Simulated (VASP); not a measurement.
# H4C in VASP: further runs

The runs below take H4C through single point, with PBE+D3(BJ).

All numbers are computed with VASP 6.6.1; they aren't measurements. Logs are shortened: lines on timing, memory, paths and dates and some standing lists are left out, and cuts for length are marked.

## Step 1: The cell of the first run

The cell holds an amorphous packing of atoms, 30 atoms: a = 5.882 Å, b = 5.882 Å, c = 5.882 Å, α = 90.00°, β = 90.00°, γ = 90.00°.

## Step 2: Single point, PBE+D3(BJ)

The input, INCAR:

```
ALGO = Normal
EDIFF = 1E-6
ENCUT = 520
GGA = PE
GGA_COMPAT = F
ISIF = 2
ISMEAR = -1
IVDW = 12
LASPH = T
LCHARG = T
LELF = T
LREAL = F
LVHAR = T
LWAVE = F
NBANDS = 45
NELM = 120
PREC = Accurate
SIGMA = 0.02
```

The input, KPOINTS:

```
k-points
0
Gamma
  1 1 1
```

The input, POSCAR:

```
H4C
1.0
    5.8817990000      0.0000000000      0.0000000000
    0.0000000000      5.8817990000      0.0000000000
    0.0000000000      0.0000000000      5.8817990000
C H
6 24
Direct
    0.6983237611      0.8139346482      0.3992485972
    0.5814037508      0.2152062660      0.7037302703
    1.1747596271      0.3771295143      0.4401714509
    0.0521949152      0.0429970490      0.0606957157
    0.3992655988      0.6822742498      0.9320787739
    0.9022919688      0.5056956214     -0.0304668691
    0.6594410996      0.6576049267      0.3388589103
    0.6684349465      0.8569316973      0.5767793153
    0.6382060999      0.9565100746      0.2794043115
    0.8899488065      0.8173689716      0.3945391538
    0.7108029363      0.0853480372      0.7811895646
    0.4292734247      0.1391411029      0.6547316561
    0.6857255748      0.2863409647      0.5574824981
    0.5234962976      0.3368187182      0.8327724222
    1.2423579929      0.2144751971      0.3747322885
    1.3142067589      0.5012242003      0.4327077481
    1.1044240036      0.3347615245      0.6104934902
    1.0280188085      0.4418036046      0.3476487381
    0.1866945810      0.1742834123      0.0818967122
    0.1097793379     -0.1128566277      0.1433575000
    0.0204019212      0.0020571937     -0.1151518438
   -0.1106464196      0.0842259316      0.1209323882
    0.3528172248      0.7532899373      1.0839880792
    0.3599919004      0.7822606655      0.7856949889
    0.3165868130      0.5276276867      0.9066103755
    0.5777314050      0.6731273884      0.9307526490
    0.8438064613      0.5316060613     -0.2198307015
    0.7588324593      0.4164882207      0.0790234416
    0.8949982820      0.6578429491      0.0896324407
    1.0610359178      0.4358360427     -0.0451562524
```

Potentials or basis: VASP PAW PBE potentials, release 64 (C, H).

Command:

```console
> cat potpaw_PBE.64/C/POTCAR potpaw_PBE.64/H/POTCAR > POTCAR
> mpirun -np 1 vasp_gam > vasp.out
```

OUTCAR:

```text
EDIFF = 1E-6
   ENCUT = 520
   GGA = PE
   ISIF = 2
   ISMEAR = -1
   IVDW = 12
   LASPH = T
   LREAL = F
   NELM = 120
   PREC = Accurate
 IVDW          = 12

 ion  position               nearest neighbor table
   1  0.698  0.814  0.399-   7 1.01   8 1.09  10 1.13   9 1.15
   2  0.581  0.215  0.704-  12 1.04  14 1.10  13 1.14  11 1.17
   3  0.175  0.377  0.440-  18 1.09  16 1.10  15 1.11  17 1.11
   4  0.052  0.043  0.061-  22 1.05  21 1.08  20 1.09  19 1.11
   5  0.399  0.682  0.932-  23 1.02  25 1.04  26 1.05  24 1.07
   6  0.902  0.506  0.970-  30 1.02  29 1.14  27 1.18  28 1.18
   7  0.659  0.658  0.339-   1 1.01
   8  0.668  0.857  0.577-   1 1.09
   9  0.638  0.957  0.279-   1 1.15
  10  0.890  0.817  0.395-   1 1.13
  11  0.711  0.085  0.781-   2 1.17
  12  0.429  0.139  0.655-   2 1.04
[... 16 lines left out ...]
  29  0.895  0.658  0.090-   6 1.14
  30  0.061  0.436  0.955-   6 1.02

  LATTYP: Found a simple cubic cell.
 ALAT       =     5.8817990000

  Lattice vectors:

 A1 = (   5.8817990000,   0.0000000000,   0.0000000000)
 A2 = (   0.0000000000,   5.8817990000,   0.0000000000)
 A3 = (   0.0000000000,   0.0000000000,   5.8817990000)

Analysis of symmetry for initial positions (statically):
=====================================================================
 Subroutine PRICEL returns:
 Original cell was already a primitive cell.

 Routine SETGRP: Setting up the symmetry group for a
 simple cubic supercell.

 Subroutine GETGRP returns: Found  1 space group operations
 (whereof  1 operations were pure point group operations)
 out of a pool of 48 trial point group operations.

The static configuration has the point symmetry C_1 .

Analysis of symmetry for dynamics (positions and initial velocities):
=====================================================================
 Subroutine PRICEL returns:
 Original cell was already a primitive cell.

 Routine SETGRP: Setting up the symmetry group for a
 simple cubic supercell.

 Subroutine GETGRP returns: Found  1 space group operations
 (whereof  1 operations were pure point group operations)
 out of a pool of 48 trial point group operations.

The dynamic configuration has the point symmetry C_1 .

 Subroutine INISYM returns: Found  1 space group operations
 (whereof  1 operations are pure point group operations),
 and found     1 'primitive' translations

----------------------------------------------------------------------------------------

                                     Primitive cell

  volume of cell :     203.4841

  direct lattice vectors                    reciprocal lattice vectors
     5.881799000  0.000000000  0.000000000     0.170016010  0.000000000  0.000000000
     0.000000000  5.881799000  0.000000000     0.000000000  0.170016010  0.000000000
     0.000000000  0.000000000  5.881799000     0.000000000  0.000000000  0.170016010

  length of vectors
     5.881799000  5.881799000  5.881799000     0.170016010  0.170016010  0.170016010

  position of ions in fractional coordinates (direct lattice)
     0.698323761  0.813934648  0.399248597
     0.581403751  0.215206266  0.703730270
     0.174759627  0.377129514  0.440171451
     0.052194915  0.042997049  0.060695716
     0.399265599  0.682274250  0.932078774
     0.902291969  0.505695621  0.969533131
[... 22 lines left out ...]
     0.894998282  0.657842949  0.089632441
     0.061035918  0.435836043  0.954843748

  ion indices of the primitive-cell ions
   primitive index   ion index
                 1           1
                 2           2
                 3           3
                 4           4
                 5           5
                 6           6
[... 22 lines left out ...]
                29          29
                30          30

----------------------------------------------------------------------------------------

 KPOINTS: k-points

Automatic generation of k-mesh.
 Grid dimensions read from file:
 generate k-points for:    1    1    1

 Generating k-lattice:

[... 42 lines left out ...]
   TEBEG  =    0.0;   TEEND  =   0.0 temperature during run
   PSTRESS=    0.0 pullay stress
   NELECT =      48.0000    total number of electrons
   NUPDOWN=      -1.0000    fix difference up-down
   EMIN   =  10.00;   EMAX   =-10.00  energy-range for DOS
   EFERMI =   0.00;   METHOD = LEGACY
   ISMEAR =    -1;   SIGMA  =   0.02  broadening in eV -4-tet -1-fermi 0-gaus
   EFERMI_NEDOS =   21; number of points for ismear=-14 and -15
   IALGO  =     38    algorithm
   IMIX   =      4    mixing-type and parameters
     AMIX     =   0.40;   BMIX     =  1.00
     AMIX_MAG =   1.60;   BMIX_MAG =  1.00
  volume/ion in A,a.u.               =       6.78        45.77
  Fermi-wavevector in a.u.,A,eV,Ry     =   1.011529  1.911513 13.921361  1.023191
  Thomas-Fermi vector in A             =   2.144584
   LORBIT       =      0    0 simple, 1 ext, 2 COOP (PROOUT), +10 PAW based schemes
   GGA     = PE    functional components
   LHFCALC =     F    Hartree Fock is set to
   AEXX    =    0.0000 exact exchange contribution
   IVDW    =    12    specifies the selected vdW correction
   LEPSILON=     F    determine dielectric tensor
   LRPA    =     F    only Hartree local field effects (RPA)
 non-spin polarized calculation
  energy-cutoff  :      520.00
  volume of cell :      203.48
 maximum number of plane-waves:      2725
 NGX is ok and might be reduce to    42
   NGX = 21   NGY = 21   NGZ = 21

 number of electron      48.0000000 magnetization

 Free energy of the ion-electron system (eV)
  ---------------------------------------------------
  ext. energy  EPLUGINS =         0.00000000
  ---------------------------------------------------
  free energy    TOTEN  =      -139.85167407 eV

  energy without entropy =     -139.85167407  energy(sigma->0) =     -139.85167407

 E-fermi :  -2.6219     XC(G=0):  -7.8100

 val. band max:       -3.1655461857   @ k =   0.0000   0.0000   0.0000
 cond. band min:       2.8825161554   @ k =   0.0000   0.0000   0.0000
 fundamental gap:      6.0480623411
 Fermi energy:        -2.6219492904

 k-point     1 :       0.0000    0.0000    0.0000
  band No.  band energies     occupation
      1     -14.5715      2.00000
      2     -13.2849      2.00000
      3     -13.1998      2.00000
      4     -13.0794      2.00000
      5     -12.6912      2.00000
      6     -12.5998      2.00000
[... 28 lines left out ...]
     35       7.8019      0.00000
     36       8.0210      0.00000
 [bands above 36 left out]

------------------------ aborting loop because EDIFF is reached ----------------------------------------

 Edisp (eV)   -1.54204

 E8    (eV) :    -0.3316

  FORCE on cell =-STRESS in cart. coord.  units (eV):
  Direction    XX          YY          ZZ          XY          YZ          ZX
  --------------------------------------------------------------------------------------
  -------------------------------------------------------------------------------------
  Total       8.27767    11.96878     2.28360    -0.48884     5.97058     1.82819
  in kB      65.17610    94.23884    17.98040    -3.84898    47.01068    14.39465
  external pressure =       59.13 kB  Pullay stress =        0.00 kB

 VOLUME and BASIS-vectors are now :
 -----------------------------------------------------------------------------
  energy-cutoff  :      520.00
  volume of cell :      203.48
      direct lattice vectors                 reciprocal lattice vectors
     5.881799000  0.000000000  0.000000000     0.170016010  0.000000000  0.000000000
     0.000000000  5.881799000  0.000000000     0.000000000  0.170016010  0.000000000
     0.000000000  0.000000000  5.881799000     0.000000000  0.000000000  0.170016010

 POSITION                                       TOTAL-FORCE (eV/Angst)
 -----------------------------------------------------------------------------------
      4.10740      4.78740      2.34830         2.376557      4.006492      0.270959
      3.41970      1.26580      4.13920         2.949695     -0.425208      0.911438
      1.02790      2.21820      2.58900        -0.130511     -0.550639      0.608140
      0.30700      0.25290      0.35700         1.890229     -0.655816     -0.269726
      2.34840      4.01300      5.48230         0.884708      0.525737     -1.550917
      5.30710      2.97440      5.70260        -4.779201      1.922996      0.621543
[... 22 lines left out ...]
      5.26420      3.86930      0.52720         0.523599     -0.466011     -1.947332
      0.35900      2.56350      5.61620         1.590038     -1.464297      0.527232
 -----------------------------------------------------------------------------------
    total drift:                               -0.000123      0.000414     -0.000039

  FREE ENERGIE OF THE ION-ELECTRON SYSTEM (eV)
  ---------------------------------------------------
  free  energy   TOTEN  =      -141.3937179166 eV

  energy  without entropy=     -141.3937179166  energy(sigma->0) =     -141.39371792
```

Wall time 32 s (1 thread of Intel Xeon Platinum 8488C (Sapphire Rapids), shared host); peak memory 0.36 GiB.

What came out:

```yaml
Free_energy: -141.3937 eV
Pressure: 5.9 GPa
Largest_force: 5.189 eV/Å
Band_gap_on_the_k_mesh: 6.05 eV
Dispersion_energy_per_atom: -0.051 eV
```

Forces in eV/Å, atoms in the order of the input:
```
C    2.377  4.006  0.271
C    2.950 -0.425  0.911
C   -0.131 -0.551  0.608
C    1.890 -0.656 -0.270
C    0.885  0.526 -1.551
C   -4.779  1.923  0.622
H   -1.393 -2.960 -0.716
H   -0.719 -0.479 -0.160
H    0.263 -1.233  1.108
H   -0.808  0.183 -0.087
H   -1.616  1.237 -0.430
H   -1.155 -1.315 -0.959
H   -1.017  0.048  0.732
H    0.882 -0.091 -0.504
H   -0.445  0.583 -0.041
H   -0.252  0.033  0.552
H    0.732  0.450 -0.125
H    0.086 -0.183 -0.428
H   -0.810 -0.601 -0.306
H   -0.071  0.442  0.042
H    0.452 -0.201 -0.739
H   -0.913  0.902  0.927
H   -0.789  1.085  1.917
H   -0.582  0.759 -0.448
H   -0.445 -1.437 -0.023
H    1.167 -0.203 -0.028
H    0.309  0.285  2.305
H    1.820 -0.196 -1.762
H    0.524 -0.466 -1.947
H    1.590 -1.464  0.527
```

Stress tensor (GPa, compression positive):
```
 6.52 -0.38  1.44
-0.38  9.42  4.70
 1.44  4.70  1.80
```

Caveat: the k points lie up to 1.07 Å⁻¹ apart.

## Step 3: Single point, PBE+D3(BJ)

This run uses another cell than the first one, of 8.44 Å³/atom, 1.245 times its volume.

The input, INCAR:

```
SYSTEM = H4C
PREC = Accurate
ENCUT = 520
EDIFF = 1E-6
ISMEAR = -1
SIGMA = 0.02
LREAL = .False.
LASPH = .True.
NELM = 120
ALGO = Normal
ISIF = 2
LWAVE = .False.
LCHARG = .False.
GGA = PE
IVDW = 12
NBANDS = 45
GGA_COMPAT = .False.
```

The input, KPOINTS:

```
Automatic mesh
0
Gamma
  1 1 1
  0 0 0
```

The input, POSCAR:

```
H4C
1.0
    6.3269100000      0.0000000000      0.0000000000
    0.0000000000      6.3269100000      0.0000000000
    0.0000000000      0.0000000000      6.3269100000
C H
6 24
Direct
    0.7641644974      0.8131141426      0.5003864446
    0.4969882613      0.1786654149      0.7420367921
    1.0799900741      0.3553235308      0.5315865091
    0.0343453597      0.0073179483      0.0629375161
    0.4326598608      0.6825132648      0.9470183707
    0.8608783751      0.5058709544     -0.0439393005
    0.8067287191      0.6370724414      0.4743705853
    0.7255042351      0.8547300341      0.6795418301
    0.6363611937      0.8741233872      0.3959120645
    0.9000128025      0.8899288910      0.4498878600
    0.5800619892      0.0945801347      0.8684334059
    0.4295145656      0.0563940375      0.6567502936
    0.6135696572      0.2855422315      0.6520086424
    0.3764712948      0.2676820122      0.7983043856
    1.2651831621      0.3724566969      0.4847864123
    1.0600277229      0.4760459687      0.6464451051
    1.0396070120      0.1982168231      0.5978115699
    0.9675497202      0.3785892323      0.4116543463
    0.1131674072     -0.0098310234     -0.0982786226
    0.1227613480     -0.0042200695      0.2162825139
   -0.0982628171     -0.1073035652      0.0670311416
   -0.0242930593      0.1731492940      0.0667308370
    0.5867635228      0.7110105881      1.0335376985
    0.3153672172      0.8051955852      0.9703156833
    0.4078768309      0.5171560841      0.9983388416
    0.4816253116      0.6510761177      0.7878411420
    0.7974666939      0.6248547869     -0.1455844954
    0.9062717820      0.3711132290     -0.1383297692
    0.7360623116      0.4575535293      0.0912451734
    0.9898987025      0.5275561056      0.0532329368
```

Potentials or basis: VASP PAW PBE potentials, release 64 (C, H).

Command:

```console
> cat potpaw_PBE.64/C/POTCAR potpaw_PBE.64/H/POTCAR > POTCAR
> mpirun -np 1 vasp_gam > vasp.out
```

Wall time 38 s (1 thread of Intel Xeon Platinum 8488C (Sapphire Rapids), shared host); peak memory 0.3 GiB.

It converged, with:

```
Free energy                : -142.1490 eV
Pressure                   : 1.7 GPa
Largest force              : 4.145 eV/Å
Band gap on the k mesh     : 6.40 eV
Dispersion energy per atom : -0.041 eV
```

Forces on the atoms (eV/Å):
```
C   -1.693 -1.531  1.760
C    3.713  0.181 -0.311
C    3.320 -0.811  0.024
C   -0.455  0.895 -0.281
C    1.776 -0.800  1.304
C   -2.871 -2.532  1.589
H   -1.059  1.593  0.370
H    0.606 -0.637 -2.490
H    0.185 -0.571  0.421
H    1.898  1.302 -0.314
H    0.214  0.426  0.264
H   -0.699 -1.390 -1.803
H   -0.998 -1.137  0.493
H   -2.207  1.863  1.368
H   -2.858 -0.584  0.075
H   -0.073  0.581  0.689
H    0.582  0.319  0.079
H   -0.542  0.391 -1.633
H   -0.080  0.038  1.587
H    0.268 -0.373 -1.176
H    0.294  0.478  0.071
H   -0.077 -0.833  0.047
H   -1.424  0.742 -0.412
H   -0.077 -0.521  0.037
H   -0.997  0.473  0.466
H   -0.097  0.528 -1.058
H    0.381  0.564  0.013
H   -0.633 -0.313  0.005
H    1.264  0.287 -2.223
H    2.339  1.371  1.038
```

Stress tensor (GPa, compression positive):
```
 2.84 -1.62  1.67
-1.62  2.33  1.33
 1.67  1.33 -0.01
```

Levels at points of the mesh, in eV from the valence-band top:
```csv
k point,band 21,band 22,band 23,band 24,band 25,band 26,band 27,band 28
"(0.00, 0.00, 0.00)",-0.81,-0.65,-0.39,0.00,6.40,8.06,8.54,9.00
```

Caveat: the k points lie up to 0.99 Å⁻¹ apart.

## Step 4: Single point, PBE+D3(BJ)

This run uses another cell than the first one, of 7.90 Å³/atom, 1.165 times its volume.

The input, INCAR:

```
PREC = Accurate ; ENCUT = 520
EDIFF = 1E-6 ; ISMEAR = -1
SIGMA = 0.02 ; LREAL = F
LASPH = T ; NELM = 120
ALGO = Normal ; ISIF = 2
LWAVE = F ; LCHARG = T
GGA = PE ; IVDW = 12
LELF = T ; LVHAR = T
NBANDS = 45 ; GGA_COMPAT = F
```

The input, KPOINTS:

```
regular mesh
0
Gamma
  1 1 1
```

The input, POSCAR:

```
H4C
1.0
    6.1881640000      0.0000000000      0.0000000000
    0.0000000000      6.1881640000      0.0000000000
    0.0000000000      0.0000000000      6.1881640000
C H
6 24
Direct
    0.5987236279      0.6858253918      0.4387246363
    0.5895932946      0.1333675061      0.7320264944
    1.0817748204      0.4991625949      0.5410328492
    0.1149614005      0.0786339858      0.2913141927
    0.3861727000      0.7072372355      0.9637592022
    0.9059553044      0.5240164934      0.0134935015
    0.6232381689      0.5348112946      0.3558729213
    0.7089825027      0.6748689918      0.5671633783
    0.4232596292      0.7073341948      0.5020067341
    0.6047512639      0.8432549622      0.3332167667
    0.7409790691      0.0040399705      0.7360179853
    0.4552885153      0.0617307492      0.6800724738
    0.6308494733      0.2644079892      0.6189881199
    0.5361040852      0.2278058565      0.8766089587
    1.0923433833      0.3457245154      0.6290072467
    1.1694906599      0.4780254693      0.3944465596
    1.1646911750      0.6170812538      0.6373942255
    0.9176712188      0.5468988863      0.5297694114
    0.1994129438      0.2164454594      0.2701770671
    0.2083978382     -0.0413046584      0.3622883944
    0.0195372973      0.0283121133      0.1247704489
   -0.0324813628      0.1262733179      0.3797087472
    0.2193057585      0.6925317429      0.9494415468
    0.4702364061      0.5666785819      0.8980046424
    0.4028658581      0.6805249505      1.1344075561
    0.4506829489      0.8686098171      0.9193518465
    0.8767705575      0.6408686001     -0.1120687816
    0.7901374301      0.3921195366     -0.0200382537
    0.9187862507      0.5870561931      0.1769345480
    1.0671016476      0.4142908947      0.0169355563
```

Command:

```console
> cat potpaw_PBE.64/C/POTCAR potpaw_PBE.64/H/POTCAR > POTCAR
> mpirun -np 1 vasp_gam > vasp.out
```

Run time: 32 s. Hardware: 1 thread of Intel Xeon Platinum 8488C (Sapphire Rapids), shared host; peak memory 0.3 GiB.

Results (log left out):

```yaml
Free_energy: -141.6688 eV
Pressure: 3.2 GPa
Largest_force: 6.182 eV/Å
Band_gap_on_the_k_mesh: 6.27 eV
Dispersion_energy_per_atom: -0.044 eV
```

Forces on the atoms (eV/Å):
```
C   -3.071  2.524 -0.906
C    4.697  1.328  0.968
C    0.942 -0.776  1.192
C   -5.272 -1.575 -2.819
C    1.440  0.310  0.724
C    1.834 -3.264  0.677
H   -0.389 -0.169 -0.896
H    0.539  0.949  1.313
H    1.840 -0.684 -0.361
H    0.902 -1.916  1.027
H   -2.380  2.208  0.507
H   -3.276 -2.094 -1.683
H    0.170 -0.257 -0.199
H    0.789 -0.828  0.110
H   -0.043  0.101  0.023
H    0.083  0.152 -0.852
H    0.285  0.382  0.395
H   -0.485 -0.204 -0.485
H    1.923  2.610 -0.815
H    0.760 -1.694  0.711
H    2.039  0.321  2.046
H    0.501 -0.334  0.547
H   -1.659  0.239 -0.903
H    0.038  0.212 -0.661
H    0.233  0.316  0.722
H   -0.186 -0.929  0.170
H    0.607  0.547 -0.312
H   -0.213  0.480  0.854
H   -0.968  0.247 -0.133
H   -1.678  1.796 -0.962
```

Stress tensor (GPa, compression positive):
```
3.83 5.09 0.38
5.09 1.07 0.99
0.38 0.99 4.59
```

Levels at points of the mesh, in eV from the valence-band top:
```
           k point  band 21  band 22  band 23  band 24  band 25  band 26  band 27  band 28
(0.00, 0.00, 0.00)    -0.76    -0.61    -0.33     0.00     6.27     7.60     8.67     8.91
```

Caveat: the k points lie up to 1.02 Å⁻¹ apart.

## Step 5: The runs side by side

| cell | gap on the mesh (eV) | pressure (GPa) | largest force (eV/Å) |
| --- | --- | --- | --- |
| a = 5.882 Å, 30 atoms | 6.05 | 5.9 | 5.19 |
| a = 6.327 Å, 30 atoms | 6.40 | 1.7 | 4.14 |
| a = 6.188 Å, 30 atoms | 6.27 | 3.2 | 6.18 |

Alike in all rows: task single point; level PBE+D3(BJ); potentials or basis VASP PAW PBE potentials, release 64 (C, H); no spin polarisation; k mesh 1 × 1 × 1; cutoff (eV) 520; smearing fermi-dirac 0.02 eV.

Caveats: all runs use coarse meshes.

Absolute energies hang on the potentials; compare differences alone.
